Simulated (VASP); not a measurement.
# SiC (Cm) in VASP: further runs

The runs below take SiC through single point, with PBE.

All numbers are computed with VASP 6.6.1; they aren't measurements. Logs are shortened: lines on timing, memory, paths and dates and some standing lists are left out, and cuts for length are marked.

### Step 1. The cell of the first run

The structure is monoclinic, space group Cm (No. 8). Conventional cell: a = 5.364 Å, b = 3.097 Å, c = 15.231 Å, α = 90.00°, β = 95.05°, γ = 90.00°. Within 2.5 Å of Si (site symmetry m) lie 4 C at 1.90 Å. Within 2.5 Å of Si (site symmetry m) lie 4 C at 1.90 Å. Si (site symmetry m) has 4 C at 1.90 Å within 2.5 Å. Within 2.5 Å of Si (site symmetry m) lie 4 C at 1.90 Å. Within 2.5 Å of Si (site symmetry m) lie 4 C at 1.90 Å. Within 2.5 Å of Si (site symmetry m) lie 4 C at 1.90 to 2.32 Å. C (site symmetry m) has 4 Si at 1.90 Å within 2.5 Å. C (site symmetry m) has 4 Si at 1.90 Å within 2.5 Å.

### Step 2. Single point, PBE

Contents of INCAR:

```
SYSTEM = SiC
PREC = Accurate
ENCUT = 520
EDIFF = 1E-6
ISMEAR = 0
SIGMA = 0.05
LREAL = .False.
LASPH = .True.
NELM = 80
ALGO = Normal
ISIF = 2
LWAVE = .False.
LCHARG = .True.
GGA = PE
LELF = .True.
LVHAR = .True.
NBANDS = 36
```

Contents of KPOINTS:

```
regular mesh
0
Gamma
  10 10 2
  0 0 0
```

Contents of POSCAR:

```
SiC
1.0
    2.1898640950     -2.1898640950      0.0000000000
    2.1898640950      0.0000000000     -2.1898640950
   12.0442525224      7.1170583086      7.1170583086
Si C
6 6
Direct
    0.7031500000     -0.2968500000      0.3958000000
    0.1614833333      0.1614833333      0.2291333333
    0.2448166667      0.2448166667      0.5624666667
    0.3281500000      0.3281500000      0.8958000000
   -0.2135166667     -0.2135166667      0.7291333333
    0.6198166667      0.6198166667      0.0624666667
    0.3385666667      0.3385666667      0.4374666667
   -0.2031000000     -0.2031000000      0.2708000000
   -0.1197666667     -0.1197666667      0.6041333333
   -0.0364333333     -0.0364333333      0.9374666667
   -0.5781000000     -0.5781000000      0.7708000000
    0.2552333333      0.2552333333      0.1041333333
```

Potentials or basis: VASP PAW PBE potentials, release 64 (Si, C).

Command:

```sh
cat potpaw_PBE.64/Si/POTCAR potpaw_PBE.64/C/POTCAR > POTCAR
mpirun -np 1 vasp_std > vasp.out
```

OUTCAR:

```text
SYSTEM = SiC
   PREC = Accurate
   ENCUT = 520
   EDIFF = 1E-6
   ISMEAR = 0
   LREAL = .False.
   LASPH = .True.
   NELM = 80
   ISIF = 2
   GGA = PE

 ion  position               nearest neighbor table
   1  0.703  0.703  0.396-   7 1.90   8 1.90   7 1.90   7 1.90   3 3.10   2 3.10   3 3.10   3 3.10
                             2 3.10   2 3.10
   2  0.161  0.161  0.229-   8 1.90  12 1.90   8 1.90   8 1.90   6 3.10   6 3.10   6 3.10   1 3.10
                             1 3.10   1 3.10
   3  0.245  0.245  0.562-   9 1.90   9 1.90   7 1.90   9 1.90   5 3.10   5 3.10   5 3.10   1 3.10
                             1 3.10   1 3.10
   4  0.328  0.328  0.896-  10 1.90  11 1.90  10 1.90  10 1.90   6 3.00   6 3.00   5 3.10   5 3.10
                             5 3.10
   5  0.786  0.786  0.729-  11 1.90   9 1.90  11 1.90  11 1.90   3 3.10   3 3.10   3 3.10   4 3.10
                             4 3.10   4 3.10
   6  0.620  0.620  0.062-  12 1.90  12 1.90  12 1.90  10 2.32   4 3.00   4 3.00   2 3.10   2 3.10
                             2 3.10
   7  0.339  0.339  0.437-   1 1.90   3 1.90   1 1.90   1 1.90
   8  0.797  0.797  0.271-   2 1.90   1 1.90   2 1.90   2 1.90
   9  0.880  0.880  0.604-   3 1.90   3 1.90   5 1.90   3 1.90
  10  0.964  0.964  0.937-   4 1.90   4 1.90   4 1.90   6 2.32
  11  0.422  0.422  0.771-   5 1.90   4 1.90   5 1.90   5 1.90
  12  0.255  0.255  0.104-   6 1.90   6 1.90   2 1.90   6 1.90

  LATTYP: Found a base centered monoclinic cell.
 ALAT       =     5.3640496388
 B/A-ratio  =     0.5773502692
 C/A-ratio  =     2.8394541729
 COS(beta)  =    -0.0880450906

  Lattice vectors:

 A1 = (   2.1898640950,  -2.1898640950,   0.0000000000)
 A2 = (   2.1898640950,   0.0000000000,  -2.1898640950)
 A3 = (   7.6645243324,   9.3069224036,   9.3069224036)

Analysis of symmetry for initial positions (statically):
=====================================================================
 Subroutine PRICEL returns:
 Original cell was already a primitive cell.

 Routine SETGRP: Setting up the symmetry group for a
 base centered monoclinic supercell.

 Subroutine GETGRP returns: Found  2 space group operations
 (whereof  2 operations were pure point group operations)
 out of a pool of  4 trial point group operations.

The static configuration has the point symmetry C_1h.

Analysis of symmetry for dynamics (positions and initial velocities):
=====================================================================
 Subroutine PRICEL returns:
 Original cell was already a primitive cell.

 Routine SETGRP: Setting up the symmetry group for a
 base centered monoclinic supercell.

 Subroutine GETGRP returns: Found  2 space group operations
 (whereof  2 operations were pure point group operations)
 out of a pool of  4 trial point group operations.

The dynamic configuration has the point symmetry C_1h.

 Subroutine INISYM returns: Found  2 space group operations
 (whereof  2 operations are pure point group operations),
 and found     1 'primitive' translations

----------------------------------------------------------------------------------------

                                     Primitive cell

  volume of cell :     126.0180

  direct lattice vectors                    reciprocal lattice vectors
     2.189864095 -2.189864095  0.000000000     0.123675864 -0.332973479  0.123675864
     2.189864095  0.000000000 -2.189864095     0.123675864  0.123675864 -0.332973479
    12.044252522  7.117058309  7.117058309     0.038054112  0.038054112  0.038054112

  length of vectors
     3.096935503  3.096935503 15.696147832     0.376115376  0.376115376  0.065911655

  position of ions in fractional coordinates (direct lattice)
     0.703150000  0.703150000  0.395800000
     0.161483333  0.161483333  0.229133333
     0.244816667  0.244816667  0.562466667
     0.328150000  0.328150000  0.895800000
     0.786483333  0.786483333  0.729133333
     0.619816667  0.619816667  0.062466667
     0.338566667  0.338566667  0.437466667
     0.796900000  0.796900000  0.270800000
     0.880233333  0.880233333  0.604133333
     0.963566667  0.963566667  0.937466667
     0.421900000  0.421900000  0.770800000
     0.255233333  0.255233333  0.104133333

  ion indices of the primitive-cell ions
   primitive index   ion index
                 1           1
                 2           2
                 3           3
                 4           4
                 5           5
                 6           6
                 7           7
                 8           8
                 9           9
                10          10
                11          11
                12          12

----------------------------------------------------------------------------------------

 KPOINTS: regular mesh

Automatic generation of k-mesh.
 Grid dimensions read from file:
 generate k-points for:   10   10    2

 Generating k-lattice:

  Cartesian coordinates                     Fractional coordinates (reciprocal lattice)
     0.012367586 -0.033297348  0.012367586     0.100000000  0.000000000  0.000000000
     0.012367586  0.012367586 -0.033297348     0.000000000  0.100000000  0.000000000
     0.019027056  0.019027056  0.019027056     0.000000000  0.000000000  0.500000000

  Length of vectors
     0.037611538  0.037611538  0.032955828

  Shift w.r.t. Gamma in fractional coordinates (k-lattice)
     0.000000000  0.000000000  0.000000000

 Subroutine IBZKPT returns following result:
 ===========================================

 Found     62 irreducible k-points:

 Following reciprocal coordinates:
            Coordinates               Weight
  0.000000  0.000000  0.000000      1.000000
  0.100000  0.000000  0.000000      4.000000
  0.200000  0.000000  0.000000      4.000000
  0.300000  0.000000  0.000000      4.000000
  0.400000  0.000000 -0.000000      4.000000
  0.500000  0.000000  0.000000      2.000000
[... 16 lines left out ...]
  0.300000  0.300000  0.000000      2.000000
  0.400000  0.300000  0.000000      4.000000
 [... further k-points ...]
   k-points           NKPTS =     62   k-points in BZ     NKDIM =     62   number of bands    NBANDS=     36
   number of dos      NEDOS =    301   number of ions     NIONS =     12
   total plane-waves  NPLWV =  69120
   dimension x,y,z NGX =    24 NGY =   24 NGZ =  120
   dimension x,y,z NGXF=    48 NGYF=   48 NGZF=  240
   ions per type =               6   6
   NGX,Y,Z   is equivalent  to a cutoff of  12.88, 12.88, 12.71 a.u.
   NGXF,Y,Z  is equivalent  to a cutoff of  25.77, 25.77, 25.42 a.u.
 SYSTEM =  SiC
   PREC   = accura    normal or accurate (medium, high low for compatibility)
   ISTART =      0    job   : 0-new  1-cont  2-samecut
   ICHARG =      2    charge: 1-file 2-atom 10-const
   ISPIN  =      1    spin polarized calculation?
   LNONCOLLINEAR =      F non collinear calculations
   LSORBIT =      F    spin-orbit coupling
   LASPH  =      T    aspherical Exc in radial PAW
   ENCUT  =  520.0 eV  38.22 Ry    6.18 a.u.   5.76  5.76 29.18*2*pi/ulx,y,z
   NELM   =     80;   NELMIN=  2; NELMDL= -5     # of ELM steps
   EDIFF  = 0.1E-05   stopping-criterion for ELM
   LREAL  =      F    real-space projection
   EDIFFG = 0.1E-04   stopping-criterion for IOM
   NSW    =      0    number of steps for IOM
   IBRION =     -1    ionic relax: 0-MD 1-quasi-New 2-CG
   NFREE  =      0    steps in history (QN), initial steepest desc. (CG)
   ISIF   =      2    stress and relaxation
   ISYM   =      2    0-nonsym 1-usesym 2-fastsym
   POTIM  = 0.5000    time-step for ionic-motion
   TEBEG  =    0.0;   TEEND  =   0.0 temperature during run
   PSTRESS=    0.0 pullay stress
   NELECT =      48.0000    total number of electrons
   NUPDOWN=      -1.0000    fix difference up-down
   EMIN   =  10.00;   EMAX   =-10.00  energy-range for DOS
   EFERMI =   0.00;   METHOD = LEGACY
   ISMEAR =     0;   SIGMA  =   0.05  broadening in eV -4-tet -1-fermi 0-gaus
   EFERMI_NEDOS =   21; number of points for ismear=-14 and -15
   IALGO  =     38    algorithm
   IMIX   =      4    mixing-type and parameters
     AMIX     =   0.40;   BMIX     =  1.00
     AMIX_MAG =   1.60;   BMIX_MAG =  1.00
  volume/ion in A,a.u.               =      10.50        70.87
  Fermi-wavevector in a.u.,A,eV,Ry     =   1.186709  2.242555 19.160797  1.408279
  Thomas-Fermi vector in A             =   2.322876
   LORBIT       =      0    0 simple, 1 ext, 2 COOP (PROOUT), +10 PAW based schemes
   GGA     = PE    functional components
   LHFCALC =     F    Hartree Fock is set to
   AEXX    =    0.0000 exact exchange contribution
   IVDW    =     0    specifies the selected vdW correction
   LEPSILON=     F    determine dielectric tensor
   LRPA    =     F    only Hartree local field effects (RPA)
 non-spin polarized calculation
 Gauss-broadening in eV      SIGMA  =   0.05
  energy-cutoff  :      520.00
  volume of cell :      126.02
 maximum number of plane-waves:      3416
   NGX = 11   NGY = 11   NGZ = 59

 number of electron      48.0000003 magnetization

 Free energy of the ion-electron system (eV)
  ---------------------------------------------------
  ext. energy  EPLUGINS =         0.00000000
  ---------------------------------------------------
  free energy    TOTEN  =       -88.70498357 eV

  energy without entropy =      -88.70498357  energy(sigma->0) =      -88.70498357

 E-fermi :   8.5378     XC(G=0): -11.3281

 val. band max:        8.2911052883   @ k =   0.0000   0.0000   0.0000
 cond. band min:       9.1001626017   @ k =   0.5000   0.5000   0.0000
 fundamental gap:      0.8090573134
 Fermi energy:         8.5378314857

 k-point     1 :       0.0000    0.0000    0.0000
  band No.  band energies     occupation
      1      -7.3421      2.00000
      2      -6.8128      2.00000
      3      -6.7396      2.00000
      4      -5.3267      2.00000
      5      -5.2260      2.00000
      6      -3.8024      2.00000
[... 28 lines left out ...]
     35      15.2478      0.00000
     36      15.3373      0.00000
[... 866 lines left out ...]
      6      -2.5176      2.00000
[... 28 lines left out ...]
     35      15.3569      0.00000
     36      15.8978      0.00000

 [... further k-points ...]
[... 5 lines left out ...]
  --------------------------------------------------------------------------------------
  -------------------------------------------------------------------------------------
  Total       -0.7563321     -1.8862394     -1.8862394      2.2075733     -1.1098156      2.2075734
  in kB       -9.6159099    -23.9814071    -23.9814071     28.0668056    -14.1100543     28.0668067
  external PRESSURE =     -19.1929080 kB  Pullay stress =       0.0000000 kB

 VOLUME and BASIS-vectors are now :
 -----------------------------------------------------------------------------
  energy-cutoff  :      520.00
  volume of cell :      126.02
      direct lattice vectors                 reciprocal lattice vectors
     2.189864095 -2.189864095  0.000000000     0.123675864 -0.332973479  0.123675864
     2.189864095  0.000000000 -2.189864095     0.123675864  0.123675864 -0.332973479
    12.044252522  7.117058309  7.117058309     0.038054112  0.038054112  0.038054112

 POSITION                                       TOTAL-FORCE (eV/Angst)
 -----------------------------------------------------------------------------------
      7.84672      1.27713      1.27713         0.067764      0.053461      0.053461
      3.46699      1.27713      1.27713         0.073479      0.114261      0.114261
      7.84672      3.46699      3.46699         0.056622      0.051862      0.051862
     12.22645      5.65686      5.65686         0.164723     -0.093677     -0.093677
     12.22645      3.46699      3.46699         0.075156      0.044045      0.044045
      3.46699     -0.91274     -0.91274         0.812946     -0.854456     -0.854456
      6.75179      2.37206      2.37206        -0.057588     -0.053234     -0.053234
      6.75179      0.18220      0.18220        -0.030907     -0.051789     -0.051789
     11.13152      2.37206      2.37206        -0.074689     -0.049383     -0.049383
     15.51125      4.56192      4.56192        -0.781967      0.593042      0.593042
     11.13152      4.56192      4.56192        -0.206869     -0.028582     -0.028582
      2.37206      0.18220      0.18220        -0.098668      0.274450      0.274450
 -----------------------------------------------------------------------------------
    total drift:                               -0.000015     -0.000244     -0.000244

  FREE ENERGIE OF THE ION-ELECTRON SYSTEM (eV)
  ---------------------------------------------------
  free  energy   TOTEN  =       -88.7049835729 eV

  energy  without entropy=      -88.7049835729  energy(sigma->0) =      -88.70498357
```

Run time: 4.5 min. Hardware: 1 thread of Intel Xeon 6975P-C, shared host; peak memory 0.37 GiB.

Results:

```
Free energy            : -88.7050 eV
Pressure               : -1.9 GPa
Largest force          : 1.456 eV/Å
Band gap on the k mesh : 0.81 eV, indirect (least direct gap 1.68 eV)
```

Forces in eV/Å, atoms in the order of the input:
```
Si   0.068  0.053  0.053
Si   0.073  0.114  0.114
Si   0.057  0.052  0.052
Si   0.165 -0.094 -0.094
Si   0.075  0.044  0.044
Si   0.813 -0.854 -0.854
C   -0.058 -0.053 -0.053
C   -0.031 -0.052 -0.052
C   -0.075 -0.049 -0.049
C   -0.782  0.593  0.593
C   -0.207 -0.029 -0.029
C   -0.099  0.274  0.274
```

Caveat: forces of over 1 eV/Å act on the atoms, so gaps and moduli don't describe the material at rest.

(Continued in part 2 of 2.)
